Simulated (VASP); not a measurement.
# Al3GaN4 (P-42m) in VASP: a series of runs, part 2 of 2

VASP 6.6.1. The steps go on from the part before.

**3. Single point, PBEsol (9.56 Å³/atom)**

File INCAR:

```
SYSTEM = Al3GaN4
PREC = Accurate
ENCUT = 520
EDIFF = 1E-6
ISMEAR = 0
SIGMA = 0.05
LREAL = .False.
LASPH = .True.
NELM = 100
ALGO = Normal
ISIF = 2
LWAVE = .False.
LCHARG = .True.
GGA = PS
LELF = .True.
LVHAR = .True.
NBANDS = 31
```

File KPOINTS:

```
Automatic mesh
0
Gamma
  6 6 6
  0 0 0
```

File POSCAR:

```
Al3GaN4
1.0
    4.4196728433      0.0000000000      0.0000000000
    0.0000000000      4.4196728433      0.0000000000
    0.0000000000      0.0000000000      3.9145042373
Al Ga N
3 1 4
Direct
    0.5000000000      0.5000000000      0.0000000000
    0.5000000000      0.0000000000      0.5000000000
    0.0000000000      0.5000000000      0.5000000000
    0.0000000000      0.0000000000      0.0000000000
    0.7447140287      0.7447140287      0.2552859713
    0.7447140287      0.2552859713      0.7447140287
    0.2552859713      0.7447140287      0.7447140287
    0.2552859713      0.2552859713      0.2552859713
```

Potentials or basis: VASP PAW PBE potentials, release 64 (Al, Ga_d, N).

Run with:

```sh
> cat potpaw_PBE.64/Al/POTCAR potpaw_PBE.64/Ga_d/POTCAR potpaw_PBE.64/N/POTCAR > POTCAR
> mpirun -np 1 vasp_std > vasp.out
```

OUTCAR:

```text
SYSTEM = Al3GaN4
   PREC = Accurate
   ENCUT = 520
   EDIFF = 1E-6
   ISMEAR = 0
   LREAL = .False.
   LASPH = .True.
   NELM = 100
   ISIF = 2
   GGA = PS

 ion  position               nearest neighbor table
   1  0.500  0.500  0.000-   5 1.83   6 1.83   7 1.83   8 1.83   2 2.95   3 2.95   2 2.95   3 2.95
                             2 2.95   2 2.95   3 2.95   3 2.95   4 3.13   4 3.13   4 3.13   4 3.13
   2  0.500  0.000  0.500-   5 1.83   6 1.83   7 1.83   8 1.83   1 2.95   4 2.95   1 2.95   4 2.95
                             1 2.95   1 2.95   4 2.95   4 2.95   3 3.13   3 3.13   3 3.13   3 3.13
   3  0.000  0.500  0.500-   5 1.83   6 1.83   7 1.83   8 1.83   1 2.95   4 2.95   1 2.95   4 2.95
                             4 2.95   4 2.95   1 2.95   1 2.95   2 3.13   2 3.13   2 3.13   2 3.13
   4  0.000  0.000  0.000-   5 1.88   6 1.88   7 1.88   8 1.88   2 2.95   3 2.95   2 2.95   3 2.95
                             3 2.95   3 2.95   2 2.95   2 2.95   1 3.13   1 3.13   1 3.13   1 3.13
   5  0.745  0.745  0.255-   1 1.83   2 1.83   3 1.83   4 1.88
   6  0.745  0.255  0.745-   1 1.83   2 1.83   3 1.83   4 1.88
   7  0.255  0.745  0.745-   1 1.83   2 1.83   3 1.83   4 1.88
   8  0.255  0.255  0.255-   1 1.83   2 1.83   3 1.83   4 1.88

  LATTYP: Found a simple tetragonal cell.
 ALAT       =     4.4196728433
 C/A-ratio  =     0.8857000000
[... 207 lines left out ...]
      5      -5.8130      2.00000
      6      -5.7768      2.00000
[... 805 lines left out ...]
     30      17.0561      0.00000
     31      18.3508      0.00000

 [... further k-points ...]

------------------------ aborting loop because EDIFF is reached ----------------------------------------

  FORCE on cell =-STRESS in cart. coord.  units (eV):
  Direction    XX          YY          ZZ          XY          YZ          ZX
  --------------------------------------------------------------------------------------
  -------------------------------------------------------------------------------------
  Total       11.2898760     11.2898760     15.0334097      0.0000000      0.0000000      0.0000000
  in kB      236.5607781    236.5607781    315.0003689      0.0000000      0.0000000      0.0000000
  external PRESSURE =     262.7073084 kB  Pullay stress =       0.0000000 kB

 VOLUME and BASIS-vectors are now :
 -----------------------------------------------------------------------------
  energy-cutoff  :      520.00
  volume of cell :       76.46
      direct lattice vectors                 reciprocal lattice vectors
     4.419672843  0.000000000  0.000000000     0.226261091  0.000000000  0.000000000
     0.000000000  4.419672843  0.000000000     0.000000000  0.226261091  0.000000000
     0.000000000  0.000000000  3.914504237     0.000000000  0.000000000  0.255460191

 POSITION                                       TOTAL-FORCE (eV/Angst)
 -----------------------------------------------------------------------------------
      2.20984      2.20984      0.00000         0.000000      0.000000     -0.000000
      2.20984      0.00000      1.95725         0.000000      0.000000     -0.000000
      0.00000      2.20984      1.95725         0.000000      0.000000     -0.000000
      0.00000      0.00000      0.00000         0.000000      0.000000     -0.000000
      3.29139      3.29139      0.99932         0.070324      0.070324      0.144506
      3.29139      1.12828      2.91519         0.070324     -0.070324     -0.144506
      1.12828      3.29139      2.91519        -0.070324      0.070324     -0.144506
      1.12828      1.12828      0.99932        -0.070324     -0.070324      0.144506
 -----------------------------------------------------------------------------------
    total drift:                               -0.000000     -0.000000     -0.000000

  FREE ENERGIE OF THE ION-ELECTRON SYSTEM (eV)
  ---------------------------------------------------
  free  energy   TOTEN  =       -59.0379998823 eV

  energy  without entropy=      -59.0379998823  energy(sigma->0) =      -59.03799988
```

OSZICAR:

```text
N       E                     dE             d eps       ncg     rms          rms(c)
DAV:   1     0.318166288095E+03    0.31817E+03   -0.19688E+04  2843   0.174E+03
DAV:   2    -0.254507984556E+02   -0.34362E+03   -0.31797E+03  2875   0.456E+02
DAV:   3    -0.670140168726E+02   -0.41563E+02   -0.40954E+02  2859   0.127E+02
DAV:   4    -0.685695150305E+02   -0.15555E+01   -0.15506E+01  3281   0.273E+01
DAV:   5    -0.686074294011E+02   -0.37914E-01   -0.37898E-01  3019   0.389E+00    0.172E+01
DAV:   6    -0.590514557426E+02    0.95560E+01   -0.26212E+01  3892   0.604E+01    0.590E+00
DAV:   7    -0.591271420164E+02   -0.75686E-01   -0.35393E+00  2986   0.117E+01    0.417E+00
DAV:   8    -0.590640505662E+02    0.63091E-01   -0.44203E-01  3368   0.698E+00    0.886E-01
DAV:   9    -0.590380169773E+02    0.26034E-01   -0.90440E-02  3954   0.476E+00    0.427E-01
DAV:  10    -0.590379058387E+02    0.11114E-03   -0.13068E-02  2988   0.677E-01    0.174E-01
DAV:  11    -0.590380065246E+02   -0.10069E-03   -0.71549E-04  3988   0.335E-01    0.213E-02
DAV:  12    -0.590380003523E+02    0.61723E-05   -0.13644E-04  3638   0.164E-01    0.156E-02
DAV:  13    -0.590380002277E+02    0.12458E-06   -0.10684E-05  3786   0.398E-02    0.785E-03
DAV:  14    -0.590379998823E+02    0.34544E-06   -0.24926E-06  2341   0.116E-02
   1 F= -.59038000E+02 E0= -.59038000E+02  d E =-.101159E-18
```

stdout:

```text
POSCAR found type information on POSCAR AlGaN
 POSCAR found :  3 types and       8 ions
 scaLAPACK will be used
 -----------------------------------------------------------------------------
|                                                                             |
|                                                                             |
|     You enforced a specific xc type in the INCAR file but a different       |
|     I HOPE YOU KNOW WHAT YOU ARE DOING!                                     |
|                                                                             |
 -----------------------------------------------------------------------------

 LDA part: xc-table for (Slater+PW92), standard interpolation
 POSCAR, INCAR and KPOINTS ok, starting setup
 FFT: planning ... GRIDC
 FFT: planning ... GRID_SOFT
 FFT: planning ... GRID
 WAVECAR not read
 entering main loop
```

It took 3 min on 1 thread of Intel Xeon 8259CL, shared host; peak memory 0.23 GiB.

What came out:

```
Free energy            : -59.0380 eV
Pressure               : 26.3 GPa
Largest force          : 0.175 eV/Å
Band gap on the k mesh : 2.78 eV
```

Forces in eV/Å, atoms in the order of the input:
```
Al   0.000  0.000  0.000
Al   0.000  0.000  0.000
Al   0.000  0.000  0.000
Ga   0.000  0.000  0.000
N    0.070  0.070  0.145
N    0.070 -0.070 -0.145
N   -0.070  0.070 -0.145
N   -0.070 -0.070  0.145
```

Stress tensor (GPa, compression positive):
```
23.66  0.00  0.00
 0.00 23.66  0.00
 0.00  0.00 31.50
```

Levels at points of the mesh, in eV from the valence-band top:
| k point | band 19 | band 20 | band 21 | band 22 | band 23 | band 24 |
| --- | --- | --- | --- | --- | --- | --- |
| (0.00, 0.00, 0.00) | -0.42 | -0.42 | 0.00 | 2.78 | 3.42 | 3.42 |
| (0.50, 0.00, 0.00) | -1.30 | -1.11 | -0.97 | 5.62 | 5.67 | 5.67 |
| (0.50, 0.50, 0.00) | -1.45 | -1.45 | -1.34 | 7.14 | 7.14 | 7.19 |
| (0.00, 0.00, 0.50) | -2.07 | -1.71 | -1.71 | 6.20 | 6.38 | 7.03 |
| (0.50, 0.00, 0.50) | -0.77 | -0.69 | -0.53 | 7.90 | 7.94 | 8.05 |
| (0.50, 0.50, 0.50) | -0.57 | -0.50 | -0.12 | 5.78 | 7.08 | 7.08 |

Caveat: the stress differs along the axes, from 24 to 32 GPa; the PAW data sets were made with another functional, which shifts forces and pressure a little.

**4. Single point, PBEsol (9.56 Å³/atom)**

File INCAR:

```
SYSTEM = Al3GaN4
  PREC = Accurate
  ENCUT = 520
  EDIFF = 1E-7
  ISMEAR = 0
  SIGMA = 0.05
  LREAL = .False.
  LASPH = .True.
  NELM = 80
  ALGO = Normal
  ISIF = 2
  LWAVE = .False.
  LCHARG = .False.
  GGA = PS
  NBANDS = 31
```

KPOINTS is that of step 3.

Changes to POSCAR since step 3:

```diff
@@ -2,5 +2,5 @@
 1.0
-    4.4196728433      0.0000000000      0.0000000000
-    0.0000000000      4.4196728433      0.0000000000
-    0.0000000000      0.0000000000      3.9145042373
+    4.0761894169      0.0000000000      0.0000000000
+    0.0000000000      4.0761894169      0.0000000000
+    0.0000000000      0.0000000000      4.6020178517
 Al Ga N
```

Run with:

```sh
> cat potpaw_PBE.64/Al/POTCAR potpaw_PBE.64/Ga_d/POTCAR potpaw_PBE.64/N/POTCAR > POTCAR
> mpirun -np 1 vasp_std > vasp.out
```

Wall time 2.6 min (1 thread of Intel Xeon 8259CL, shared host); peak memory 0.23 GiB.

It converged, with:

- Free energy: -58.8638 eV
- Pressure: 26.5 GPa
- Largest force: 0.149 eV/Å
- Band gap on the k mesh: 2.91 eV (least direct gap 2.99 eV)

Forces in eV/Å, atoms in the order of the input:
```
Al   0.000  0.000  0.000
Al   0.000  0.000  0.000
Al   0.000  0.000  0.000
Ga   0.000  0.000  0.000
N   -0.064 -0.064 -0.118
N   -0.064  0.064  0.118
N    0.064 -0.064  0.118
N    0.064  0.064 -0.118
```

Stress tensor (GPa, compression positive):
```
33.61  0.00  0.00
 0.00 33.61  0.00
 0.00  0.00 12.37
```

Levels at points of the mesh, in eV from the valence-band top:
```
           k point  band 17  band 18  band 19  band 20  band 21  band 22  band 23  band 24  band 25  band 26
(0.00, 0.00, 0.00)    -1.74    -1.74    -0.75    -0.08    -0.08     2.91     2.91     3.68     3.98     6.92
(0.50, 0.00, 0.00)    -2.79    -1.99    -1.75    -1.62    -1.40     5.84     5.99     6.44     6.53     8.80
(0.50, 0.50, 0.00)    -3.53    -0.57    -0.31    -0.24    -0.24     7.86     7.86     7.98     8.40     8.84
(0.00, 0.00, 0.50)    -3.51    -1.13    -1.13    -0.80    -0.80     5.28     5.28     5.60     5.71     9.01
(0.50, 0.00, 0.50)    -2.79    -1.56    -1.38    -1.20    -1.11     7.43     7.46     7.50     7.57     7.75
(0.50, 0.50, 0.50)    -1.40    -0.51    -0.34    -0.17    -0.17     5.60     6.75     6.77     6.77     9.80
```

Caveat: the stress differs along the axes, from 12 to 34 GPa; the PAW data sets were made with another functional, which shifts forces and pressure a little.

**5. Single point, PBEsol (10.13 Å³/atom)**

This run uses another cell than the first one, of 10.13 Å³/atom.

File INCAR:

```
SYSTEM = Al3GaN4
ALGO = Normal
EDIFF = 1E-7
ENCUT = 520
GGA = PS
ISIF = 2
ISMEAR = 0
LASPH = .True.
LCHARG = .False.
LREAL = .False.
LWAVE = .False.
NBANDS = 31
NELM = 100
PREC = Accurate
SIGMA = 0.05
```

File KPOINTS:

```
k-points
0
Gamma
  6 6 6
  0 0 0
```

Changes to POSCAR since step 4:

```diff
@@ -2,5 +2,5 @@
 1.0
-    4.0761894169      0.0000000000      0.0000000000
-    0.0000000000      4.0761894169      0.0000000000
-    0.0000000000      0.0000000000      4.6020178517
+    4.0726150986      0.0000000000      0.0000000000
+    0.0000000000      4.0726150986      0.0000000000
+    0.0000000000      0.0000000000      4.8855090723
 Al Ga N
```

Run with:

```sh
> cat potpaw_PBE.64/Al/POTCAR potpaw_PBE.64/Ga_d/POTCAR potpaw_PBE.64/N/POTCAR > POTCAR
> mpirun -np 1 vasp_std > vasp.out
```

It took 2.6 min on 1 thread of Intel Xeon 8259CL, shared host; peak memory 0.23 GiB.

It converged, with:

```yaml
Free_energy: -58.7811 eV
Pressure: 9.6 GPa
Largest_force: 0.173 eV/Å
Band_gap_on_the_k_mesh: 2.61 eV (least direct gap 2.75 eV)
```

Forces on the atoms (eV/Å):
```
Al   0.000  0.000  0.000
Al   0.000  0.000  0.000
Al   0.000  0.000  0.000
Ga   0.000  0.000  0.000
N   -0.061 -0.061 -0.151
N   -0.061  0.061  0.151
N    0.061 -0.061  0.151
N    0.061  0.061 -0.151
```

Stress tensor (GPa, compression positive):
```
 22.41   0.00   0.00
  0.00  22.41   0.00
  0.00   0.00 -16.04
```

Levels at points of the mesh, in eV from the valence-band top:
```
           k point  band 17  band 18  band 19  band 20  band 21  band 22  band 23  band 24  band 25  band 26
(0.00, 0.00, 0.00)    -1.52    -1.52    -1.25    -0.14    -0.14     2.61     2.61     3.09     3.73     6.05
(0.50, 0.00, 0.00)    -2.92    -2.32    -2.05    -1.82    -1.60     5.25     5.42     6.23     6.38     7.77
(0.50, 0.50, 0.00)    -3.91    -0.45    -0.24    -0.15    -0.15     7.17     7.17     7.19     7.57     7.90
(0.00, 0.00, 0.50)    -3.59    -1.02    -1.02    -0.74    -0.74     4.69     4.69     5.11     5.28     7.69
(0.50, 0.00, 0.50)    -2.80    -1.89    -1.81    -1.58    -1.45     6.08     6.63     6.75     6.96     7.27
(0.50, 0.50, 0.50)    -1.96    -0.41    -0.28    -0.12    -0.12     4.30     5.36     5.37     5.37     9.25
```

Caveat: the stress differs along the axes, from -16 to 22 GPa; the PAW data sets were made with another functional, which shifts forces and pressure a little. A k mesh can miss the band edges.

**6. Single point, PBEsol (10.13 Å³/atom)**

This run uses another cell than the first one, of 10.13 Å³/atom.

File INCAR:

```
SYSTEM = Al3GaN4
PREC = Accurate
ENCUT = 520
EDIFF = 1E-7
ISMEAR = 0
SIGMA = 0.05
LREAL = .FALSE.
LASPH = .TRUE.
NELM = 60
ALGO = Normal
ISIF = 2
LWAVE = .FALSE.
LCHARG = .FALSE.
GGA = PS
NBANDS = 31
```

File KPOINTS:

```
regular mesh
0
G
  6 6 6
  0 0 0
```

Changes to POSCAR since step 5:

```diff
@@ -2,5 +2,5 @@
 1.0
-    4.0726150986      0.0000000000      0.0000000000
-    0.0000000000      4.0726150986      0.0000000000
-    0.0000000000      0.0000000000      4.8855090723
+    4.2407487213      0.0000000000      0.0000000000
+    0.0000000000      4.2407487213      0.0000000000
+    0.0000000000      0.0000000000      4.5057955163
 Al Ga N
```

Potentials or basis: VASP PAW PBE potentials, release 64 (Al, Ga_d, N).

Run with:

```sh
> cat potpaw_PBE.64/Al/POTCAR potpaw_PBE.64/Ga_d/POTCAR potpaw_PBE.64/N/POTCAR > POTCAR
> mpirun -np 1 vasp_std > vasp.out
```

It took 2.7 min on 1 thread of Intel Xeon 8259CL, shared host; peak memory 0.24 GiB.

It converged, with:

| Item | Value |
| --- | --- |
| Free energy | -59.6983 eV |
| Pressure | 11.8 GPa |
| Largest force | 0.071 eV/Å |
| Band gap on the k mesh | 3.13 eV (least direct gap 3.16 eV) |

Forces in eV/Å, atoms in the order of the input:
```
Al   0.000  0.000  0.000
Al   0.000  0.000  0.000
Al   0.000  0.000  0.000
Ga   0.000  0.000  0.000
N   -0.028 -0.028 -0.059
N   -0.028  0.028  0.059
N    0.028 -0.028  0.059
N    0.028  0.028 -0.059
```

Stress tensor (GPa, compression positive):
```
14.77  0.00  0.00
 0.00 14.77  0.00
 0.00  0.00  5.74
```

Levels at points of the mesh, in eV from the valence-band top:
| k point | band 19 | band 20 | band 21 | band 22 | band 23 | band 24 |
| --- | --- | --- | --- | --- | --- | --- |
| (0.00, 0.00, 0.00) | -0.33 | -0.04 | -0.04 | 3.13 | 3.13 | 3.47 |
| (0.50, 0.00, 0.00) | -1.46 | -1.26 | -1.16 | 5.70 | 5.80 | 6.24 |
| (0.50, 0.50, 0.00) | -0.43 | -0.39 | -0.39 | 7.67 | 7.70 | 7.70 |
| (0.00, 0.00, 0.50) | -1.17 | -0.87 | -0.87 | 5.58 | 5.58 | 5.67 |
| (0.50, 0.00, 0.50) | -0.91 | -0.83 | -0.79 | 7.46 | 7.51 | 7.52 |
| (0.50, 0.50, 0.50) | -0.47 | -0.29 | -0.29 | 5.68 | 7.05 | 7.06 |

Caveat: the stress differs along the axes, from 6 to 15 GPa; the PAW data sets were made with another functional, which shifts forces and pressure a little.

**7. Summary**

```csv
cell,gap on the mesh (eV),pressure (GPa),largest force (eV/Å)
"a = 3.995, b = 3.995, c = 4.792 Å, 8 atoms",2.60,24.9,0.20
"a = 4.420, b = 4.420, c = 3.915 Å, 8 atoms",2.78,26.3,0.18
"a = 4.076, b = 4.076, c = 4.602 Å, 8 atoms",2.91,26.5,0.15
"a = 4.073, b = 4.073, c = 4.886 Å, 8 atoms",2.61,9.6,0.17
"a = 4.241, b = 4.241, c = 4.506 Å, 8 atoms",3.13,11.8,0.07
```

Alike in all rows: task single point; level PBEsol; potentials or basis VASP PAW PBE potentials, release 64 (Al, Ga_d, N); no spin polarisation; k mesh 6 × 6 × 6; cutoff (eV) 520; smearing gaussian 0.05 eV.

Caveats: the PAW data sets were made with another functional, which shifts forces and pressure a little; the stress differs along the axes, from -1 to 38 GPa (at least some runs); the stress differs along the axes, from 24 to 32 GPa (at least some runs); the stress differs along the axes, from 12 to 34 GPa (at least some runs); the stress differs along the axes, from -16 to 22 GPa (at least some runs); the stress differs along the axes, from 6 to 15 GPa (at least some runs).

Total energies depend on the potentials used, so only differences within one code and one set of settings carry meaning.
